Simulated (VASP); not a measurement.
# CaO (P6_3/mmc) in VASP: notebook, part 2 of 2

VASP 6.6.1. Earlier steps stand in the parts before.

## 3. Single point, LDA

This run uses another cell than the first one, of the same volume but with other edges.

Input file INCAR:

```
PREC = Accurate
ENCUT = 520
EDIFF = 1E-6
ISMEAR = 0
SIGMA = 0.05
LREAL = False
LASPH = True
NELM = 100
ALGO = Normal
ISIF = 2
LWAVE = False
LCHARG = True
LELF = True
LVHAR = True
NBANDS = 24
```

Input file KPOINTS:

```
regular mesh
0
Gamma
  9 9 6
```

Input file POSCAR:

```
CaO
1.0
    3.7565930773      0.0000000000      0.0000000000
   -1.8782965386      3.2533050366      0.0000000000
    0.0000000000      0.0000000000      5.4032482102
Ca O
2 2
Direct
    0.3333333333      0.6666666667      0.7500000000
    0.6666666667      0.3333333333      0.2500000000
    0.3333333333      0.6666666667      0.2500000000
    0.6666666667      0.3333333333      0.7500000000
```

Potentials or basis: VASP PAW LDA potentials, release 64 (Ca_sv, O).

On the command line:

```sh
> cat potpaw_LDA.64/Ca_sv/POTCAR potpaw_LDA.64/O/POTCAR > POTCAR
> mpirun -np 1 vasp_std > vasp.out
```

OUTCAR:

```text
PREC = Accurate
   ENCUT = 520
   EDIFF = 1E-6
   ISMEAR = 0
   LREAL = False
   LASPH = True
   NELM = 100
   ISIF = 2

 ion  position               nearest neighbor table
   1  0.333  0.667  0.750-   4 2.17   4 2.17   4 2.17
   2  0.667  0.333  0.250-   3 2.17   3 2.17   3 2.17
   3  0.333  0.667  0.250-   2 2.17   2 2.17   2 2.17
   4  0.667  0.333  0.750-   1 2.17   1 2.17   1 2.17

  LATTYP: Found a hexagonal cell.
 ALAT       =     3.7565930773
 C/A-ratio  =     1.4383373709

  Lattice vectors:

 A1 = (   3.7565930773,   0.0000000000,   0.0000000000)
 A2 = (  -1.8782965386,   3.2533050366,   0.0000000000)
 A3 = (   0.0000000000,   0.0000000000,   5.4032482102)

Analysis of symmetry for initial positions (statically):
=====================================================================
 Subroutine PRICEL returns:
 Original cell was already a primitive cell.

 Routine SETGRP: Setting up the symmetry group for a
 hexagonal supercell.

 Subroutine GETGRP returns: Found 24 space group operations
 (whereof 12 operations were pure point group operations)
 out of a pool of 24 trial point group operations.

The static configuration has the point symmetry D_3d.
 The point group associated with its full space group is D_6h.

Analysis of symmetry for dynamics (positions and initial velocities):
=====================================================================
 Subroutine PRICEL returns:
 Original cell was already a primitive cell.

 Routine SETGRP: Setting up the symmetry group for a
 hexagonal supercell.

 Subroutine GETGRP returns: Found 24 space group operations
 (whereof 12 operations were pure point group operations)
 out of a pool of 24 trial point group operations.

The dynamic configuration has the point symmetry D_3d.
 The point group associated with its full space group is D_6h.

 Subroutine INISYM returns: Found 24 space group operations
 (whereof 12 operations are pure point group operations),
[... 118 lines left out ...]
   IMIX   =      4    mixing-type and parameters
     AMIX     =   0.40;   BMIX     =  1.00
     AMIX_MAG =   1.60;   BMIX_MAG =  1.00
  volume/ion in A,a.u.               =      16.51       111.41
  Fermi-wavevector in a.u.,A,eV,Ry     =   1.285879  2.429960 22.497037  1.653486
  Thomas-Fermi vector in A             =   2.417987
   LORBIT       =      0    0 simple, 1 ext, 2 COOP (PROOUT), +10 PAW based schemes
   GGA     = CA    functional components
   LHFCALC =     F    Hartree Fock is set to
   AEXX    =    0.0000 exact exchange contribution
   IVDW    =     0    specifies the selected vdW correction
   LEPSILON=     F    determine dielectric tensor
   LRPA    =     F    only Hartree local field effects (RPA)
 non-spin polarized calculation
 Gauss-broadening in eV      SIGMA  =   0.05
  energy-cutoff  :      520.00
  volume of cell :       66.03
 maximum number of plane-waves:      1792
 NGX is ok and might be reduce to    28

 number of electron      31.9999988 magnetization

 Free energy of the ion-electron system (eV)
  ---------------------------------------------------
  ext. energy  EPLUGINS =         0.00000000
  ---------------------------------------------------
  free energy    TOTEN  =       -27.44849956 eV

  energy without entropy =      -27.44849956  energy(sigma->0) =      -27.44849956

 E-fermi :   1.0738     XC(G=0):  -9.9556

 val. band max:        0.7705389267   @ k =   0.3333   0.3333   0.0000
 cond. band min:       3.8437961888   @ k =   0.0000   0.0000   0.0000
 fundamental gap:      3.0732572622
 Fermi energy:         1.0738272716

 k-point     1 :       0.0000    0.0000    0.0000
  band No.  band energies     occupation
      1     -35.9360      2.00000
      2     -35.8483      2.00000
      3     -17.6346      2.00000
      4     -17.2580      2.00000
      5     -17.2580      2.00000
      6     -17.1512      2.00000
[... 637 lines left out ...]
     23       8.8861      0.00000
     24       9.5859      0.00000

 [... further k-points ...]

------------------------ aborting loop because EDIFF is reached ----------------------------------------

  FORCE on cell =-STRESS in cart. coord.  units (eV):
  Direction    XX          YY          ZZ          XY          YZ          ZX
  --------------------------------------------------------------------------------------
  -------------------------------------------------------------------------------------
  Total        2.3330731      2.3330731     -5.0311149      0.0000000      0.0000000      0.0000000
  in kB       56.6063386     56.6063386   -122.0677549      0.0000000      0.0000000      0.0000000
  external PRESSURE =      -2.9516926 kB  Pullay stress =       0.0000000 kB

 VOLUME and BASIS-vectors are now :
 -----------------------------------------------------------------------------
  energy-cutoff  :      520.00
  volume of cell :       66.03
      direct lattice vectors                 reciprocal lattice vectors
     3.756593077  0.000000000  0.000000000     0.266198648  0.153689861  0.000000000
    -1.878296539  3.253305037  0.000000000     0.000000000  0.307379723  0.000000000
     0.000000000  0.000000000  5.403248210     0.000000000  0.000000000  0.185073859

 POSITION                                       TOTAL-FORCE (eV/Angst)
 -----------------------------------------------------------------------------------
     -0.00000      2.16887      4.05244        -0.000000      0.000000      0.000000
      1.87830      1.08444      1.35081        -0.000000     -0.000000      0.000000
     -0.00000      2.16887      1.35081        -0.000000      0.000000     -0.000000
      1.87830      1.08444      4.05244         0.000000     -0.000000     -0.000000
 -----------------------------------------------------------------------------------
    total drift:                               -0.000000      0.000000     -0.000000

  FREE ENERGIE OF THE ION-ELECTRON SYSTEM (eV)
  ---------------------------------------------------
  free  energy   TOTEN  =       -27.4484995650 eV

  energy  without entropy=      -27.4484995650  energy(sigma->0) =      -27.44849956
```

OSZICAR:

```text
N       E                     dE             d eps       ncg     rms          rms(c)
DAV:   1     0.317969540598E+03    0.31797E+03   -0.16398E+04  2304   0.133E+03
DAV:   2    -0.650361112651E+01   -0.32447E+03   -0.30584E+03  2704   0.385E+02
DAV:   3    -0.314948684391E+02   -0.24991E+02   -0.24799E+02  3800   0.102E+02
DAV:   4    -0.324114058954E+02   -0.91654E+00   -0.91521E+00  3120   0.170E+01
DAV:   5    -0.324311959980E+02   -0.19790E-01   -0.19789E-01  3400   0.200E+00    0.133E+01
DAV:   6    -0.277602921402E+02    0.46709E+01   -0.22227E+01  2760   0.304E+01    0.574E+00
DAV:   7    -0.275649938320E+02    0.19530E+00   -0.25888E+00  3008   0.113E+01    0.291E+00
DAV:   8    -0.274587479181E+02    0.10625E+00   -0.37450E-01  2896   0.467E+00    0.830E-01
DAV:   9    -0.274476572821E+02    0.11091E-01   -0.66600E-02  2960   0.171E+00    0.195E-01
DAV:  10    -0.274487944916E+02   -0.11372E-02   -0.69125E-03  2944   0.560E-01    0.113E-01
DAV:  11    -0.274486255807E+02    0.16891E-03   -0.34046E-03  3128   0.335E-01    0.847E-02
DAV:  12    -0.274484971955E+02    0.12839E-03   -0.58806E-04  2872   0.181E-01    0.918E-03
DAV:  13    -0.274484996249E+02   -0.24294E-05   -0.33100E-05  3040   0.376E-02    0.258E-03
DAV:  14    -0.274484995650E+02    0.59879E-07   -0.96263E-07  2288   0.653E-03
   1 F= -.27448500E+02 E0= -.27448500E+02  d E =-.157004E-19
```

It took 82 s on 1 thread of AMD EPYC 7R43 (Zen 3), shared host; peak memory 0.16 GiB.

Results:

```yaml
Free_energy: -27.4485 eV
Pressure: -0.3 GPa
Band_gap_on_the_k_mesh: 3.07 eV
```

Stress tensor (GPa, compression positive):
```
  5.66   0.00   0.00
  0.00   5.66   0.00
  0.00   0.00 -12.21
```

Levels at points of the mesh, in eV from the valence-band top:
| k point | band 13 | band 14 | band 15 | band 16 | band 17 | band 18 | band 19 | band 20 |
| --- | --- | --- | --- | --- | --- | --- | --- | --- |
| (0.00, 0.00, 0.00) | -1.15 | -1.12 | -1.12 | 0.00 | 3.07 | 6.80 | 6.80 | 6.98 |
| (0.00, 0.00, 0.50) | -1.17 | -1.17 | -1.17 | -1.17 | 5.29 | 5.29 | 7.89 | 7.89 |

Caveat: an odd mesh through Γ misses points on the zone boundary, where band edges can lie.

## 4. Single point, LDA

This run uses another cell than the first one, of the same volume but with other edges.

Input file INCAR:

```
SYSTEM = CaO
  PREC = Accurate
  ENCUT = 520
  EDIFF = 1E-6
  ISMEAR = 0
  SIGMA = 0.05
  LREAL = .False.
  LASPH = .True.
  NELM = 80
  ALGO = Normal
  ISIF = 2
  LWAVE = .False.
  LCHARG = .False.
  GGA = CA
  NBANDS = 24
```

Input file KPOINTS:

```
regular mesh
0
Gamma
  9 9 6
  0 0 0
```

Input file POSCAR:

```
CaO
1.0
    3.8671439706      0.0000000000      0.0000000000
   -1.9335719853      3.3490449187      0.0000000000
    0.0000000000      0.0000000000      5.0987362172
Ca O
2 2
Direct
    0.3333333333      0.6666666667      0.7500000000
    0.6666666667      0.3333333333      0.2500000000
    0.3333333333      0.6666666667      0.2500000000
    0.6666666667      0.3333333333      0.7500000000
```

Potentials or basis: VASP PAW LDA potentials, release 64 (Ca_sv, O).

On the command line:

```sh
> cat potpaw_LDA.64/Ca_sv/POTCAR potpaw_LDA.64/O/POTCAR > POTCAR
> mpirun -np 1 vasp_std > vasp.out
```

OUTCAR:

```text
SYSTEM = CaO
   PREC = Accurate
   ENCUT = 520
   EDIFF = 1E-6
   ISMEAR = 0
   LREAL = .False.
   LASPH = .True.
   NELM = 80
   ISIF = 2
   GGA = CA

 ion  position               nearest neighbor table
   1  0.333  0.667  0.750-   4 2.23   4 2.23   4 2.23   3 2.55   3 2.55
   2  0.667  0.333  0.250-   3 2.23   3 2.23   3 2.23   4 2.55   4 2.55
   3  0.333  0.667  0.250-   2 2.23   2 2.23   2 2.23   1 2.55   1 2.55
   4  0.667  0.333  0.750-   1 2.23   1 2.23   1 2.23   2 2.55   2 2.55

  LATTYP: Found a hexagonal cell.
 ALAT       =     3.8671439706
 C/A-ratio  =     1.3184759233

  Lattice vectors:

 A1 = (   3.8671439706,   0.0000000000,   0.0000000000)
 A2 = (  -1.9335719853,   3.3490449187,   0.0000000000)
 A3 = (   0.0000000000,   0.0000000000,   5.0987362172)

Analysis of symmetry for initial positions (statically):
=====================================================================
 Subroutine PRICEL returns:
 Original cell was already a primitive cell.

 Routine SETGRP: Setting up the symmetry group for a
 hexagonal supercell.

 Subroutine GETGRP returns: Found 24 space group operations
 (whereof 12 operations were pure point group operations)
 out of a pool of 24 trial point group operations.

The static configuration has the point symmetry D_3d.
 The point group associated with its full space group is D_6h.

Analysis of symmetry for dynamics (positions and initial velocities):
=====================================================================
 Subroutine PRICEL returns:
 Original cell was already a primitive cell.

 Routine SETGRP: Setting up the symmetry group for a
 hexagonal supercell.

 Subroutine GETGRP returns: Found 24 space group operations
 (whereof 12 operations were pure point group operations)
 out of a pool of 24 trial point group operations.

The dynamic configuration has the point symmetry D_3d.
 The point group associated with its full space group is D_6h.

 Subroutine INISYM returns: Found 24 space group operations
[... 121 lines left out ...]
     AMIX_MAG =   1.60;   BMIX_MAG =  1.00
  volume/ion in A,a.u.               =      16.51       111.41
  Fermi-wavevector in a.u.,A,eV,Ry     =   1.285879  2.429960 22.497037  1.653486
  Thomas-Fermi vector in A             =   2.417987
   LORBIT       =      0    0 simple, 1 ext, 2 COOP (PROOUT), +10 PAW based schemes
   GGA     = CA    functional components
   LHFCALC =     F    Hartree Fock is set to
   AEXX    =    0.0000 exact exchange contribution
   IVDW    =     0    specifies the selected vdW correction
   LEPSILON=     F    determine dielectric tensor
   LRPA    =     F    only Hartree local field effects (RPA)
 non-spin polarized calculation
 Gauss-broadening in eV      SIGMA  =   0.05
  energy-cutoff  :      520.00
  volume of cell :       66.03
 maximum number of plane-waves:      1797
 NGX is ok and might be reduce to    30

 number of electron      32.0000005 magnetization

 Free energy of the ion-electron system (eV)
  ---------------------------------------------------
  ext. energy  EPLUGINS =         0.00000000
  ---------------------------------------------------
  free energy    TOTEN  =       -27.78702782 eV

  energy without entropy =      -27.78702782  energy(sigma->0) =      -27.78702782

 E-fermi :   1.1793     XC(G=0):  -9.9701

 val. band max:        0.8625767367   @ k =   0.0000   0.0000   0.0000
 cond. band min:       4.0126725665   @ k =   0.0000   0.0000   0.0000
 fundamental gap:      3.1500958298
 Fermi energy:         1.1793093122

 k-point     1 :       0.0000    0.0000    0.0000
  band No.  band energies     occupation
      1     -36.0531      2.00000
      2     -35.9407      2.00000
      3     -17.7307      2.00000
      4     -17.4048      2.00000
      5     -17.4048      2.00000
      6     -17.2547      2.00000
[... 637 lines left out ...]
     23       8.9462      0.00000
     24       9.8488      0.00000

 [... further k-points ...]

------------------------ aborting loop because EDIFF is reached ----------------------------------------

  FORCE on cell =-STRESS in cart. coord.  units (eV):
  Direction    XX          YY          ZZ          XY          YZ          ZX
  --------------------------------------------------------------------------------------
  -------------------------------------------------------------------------------------
  Total       -0.2315615     -0.2315615     -4.5229284      0.0000000      0.0000000     -0.0000000
  in kB       -5.6182760     -5.6182760   -109.7378485      0.0000000      0.0000000     -0.0000000
  external PRESSURE =     -40.3248001 kB  Pullay stress =       0.0000000 kB

 VOLUME and BASIS-vectors are now :
 -----------------------------------------------------------------------------
  energy-cutoff  :      520.00
  volume of cell :       66.03
      direct lattice vectors                 reciprocal lattice vectors
     3.867143971  0.000000000  0.000000000     0.258588769  0.149296296  0.000000000
    -1.933571985  3.349044919  0.000000000     0.000000000  0.298592591  0.000000000
     0.000000000  0.000000000  5.098736217     0.000000000  0.000000000  0.196127032

 POSITION                                       TOTAL-FORCE (eV/Angst)
 -----------------------------------------------------------------------------------
     -0.00000      2.23270      3.82405        -0.000000      0.000000      0.000000
      1.93357      1.11635      1.27468         0.000000     -0.000000      0.000000
     -0.00000      2.23270      1.27468        -0.000000      0.000000      0.000000
      1.93357      1.11635      3.82405         0.000000     -0.000000      0.000000
 -----------------------------------------------------------------------------------
    total drift:                               -0.000000      0.000000     -0.000000

  FREE ENERGIE OF THE ION-ELECTRON SYSTEM (eV)
  ---------------------------------------------------
  free  energy   TOTEN  =       -27.7870278223 eV

  energy  without entropy=      -27.7870278223  energy(sigma->0) =      -27.78702782
```

stdout:

```text
POSCAR found type information on POSCAR CaO
 POSCAR found :  2 types and       4 ions
 scaLAPACK will be used
 LDA part: xc-table for (Slater(with rela. corr.)+CA(PZ))
 , standard interpolation
 POSCAR, INCAR and KPOINTS ok, starting setup
 FFT: planning ... GRIDC
 FFT: planning ... GRID_SOFT
 FFT: planning ... GRID
 WAVECAR not read
 entering main loop
```

Run time: 95 s. Hardware: 1 thread of AMD EPYC 7R43 (Zen 3), shared host; peak memory 0.17 GiB.

Results:

| Item | Value |
| --- | --- |
| Free energy | -27.7870 eV |
| Pressure | -4.0 GPa |
| Band gap on the k mesh | 3.15 eV |

Caveat: the cell stands under tension; an odd mesh through Γ misses points on the zone boundary, where band edges can lie.

## 5. Single point, LDA

This run uses another cell than the first one, of the same volume but with other edges.

Input file INCAR:

```
SYSTEM = CaO
PREC = Accurate
ENCUT = 520
EDIFF = 1E-6
ISMEAR = 0
SIGMA = 0.05
LREAL = .False.
LASPH = .True.
NELM = 80
ALGO = Normal
ISIF = 2
LWAVE = .False.
LCHARG = .False.
GGA = CA
NBANDS = 24
```

KPOINTS is that of step 4.

Input file POSCAR:

```
CaO
1.0
    4.3002255990      0.0000000000      0.0000000000
   -2.1501127995      3.7241046108      0.0000000000
    0.0000000000      0.0000000000      4.1234501215
Ca O
2 2
Direct
    0.3333333333      0.6666666667      0.7500000000
    0.6666666667      0.3333333333      0.2500000000
    0.3333333333      0.6666666667      0.2500000000
    0.6666666667      0.3333333333      0.7500000000
```

On the command line:

```sh
> cat potpaw_LDA.64/Ca_sv/POTCAR potpaw_LDA.64/O/POTCAR > POTCAR
> mpirun -np 1 vasp_std > vasp.out
```

It took 77 s on 1 thread of AMD EPYC 7R43 (Zen 3), shared host; peak memory 0.16 GiB.

It converged, with:

```
Free energy            : -26.7245 eV
Pressure               : 8.8 GPa
Band gap on the k mesh : 1.57 eV
```

Stress tensor (GPa, compression positive):
```
-7.92  0.00  0.00
 0.00 -7.92  0.00
 0.00  0.00 42.22
```

Levels at points of the mesh, in eV from the valence-band top:
```csv
k point,band 14,band 15,band 16,band 17,band 18,band 19
"(0.00, 0.00, 0.00)",-1.84,-0.59,0.00,1.57,5.18,5.18
"(0.00, 0.00, 0.50)",-2.35,-2.35,-2.35,3.60,3.60,7.27
```

Caveat: the cell stands under pressure; an odd mesh through Γ misses points on the zone boundary, where band edges can lie.

## 6. Overview

```tsv
cell	gap on the mesh (eV)	pressure (GPa)
a = 4.214, b = 4.214, c = 4.294 Å, angles 90.0, 90.0, 120.0°, 4 atoms	2.12	2.2
a = 3.757, b = 3.757, c = 5.403 Å, angles 90.0, 90.0, 120.0°, 4 atoms	3.07	-0.3
a = 3.867, b = 3.867, c = 5.099 Å, angles 90.0, 90.0, 120.0°, 4 atoms	3.15	-4.0
a = 4.300, b = 4.300, c = 4.123 Å, angles 90.0, 90.0, 120.0°, 4 atoms	1.57	8.8
```

Alike in all rows: task single point; level LDA; potentials or basis VASP PAW LDA potentials, release 64 (Ca_sv, O); no spin polarisation; k mesh 9 × 9 × 6; cutoff (eV) 520; smearing gaussian 0.05 eV.

Caveats: an odd mesh through Γ misses points on the zone boundary, where band edges can lie; the cell stands under tension (at least some runs); the cell stands under pressure (at least some runs).

Total energies depend on the potentials used, so only differences within one code and one set of settings carry meaning.
